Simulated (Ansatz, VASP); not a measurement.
## Two plane-wave programs on W

```
W
1.0
    -1.58480    1.58480    1.58480
     1.58480   -1.58480    1.58480
     1.58480    1.58480   -1.58480
W
1
Direct
  0.00000 0.00000 0.00000
```

Alike in both runs: task single point; functional r2SCAN; k mesh 14 × 14 × 14; occupations fermi-dirac, width 0.6 eV; no spin polarisation.

|  | VASP | Ansatz |
| --- | --- | --- |
| version | VASP 6.6.1 | Ansatz 0.2.0 |
| potentials or method | VASP PAW PBE potentials, release 64 (W_sv), cutoff 520 eV | plane waves (500 eV) with PAW, scalar-relativistic |
| valence electrons in the cell | 14 | 14 |

|  | VASP | Ansatz | Ansatz less VASP |
| --- | --- | --- | --- |
| pressure (GPa) | 4.4 | 3.2 | -1.25 |

VASP's potentials were made for PBE, not for r2SCAN.

Neither program's run includes spin-orbit coupling.
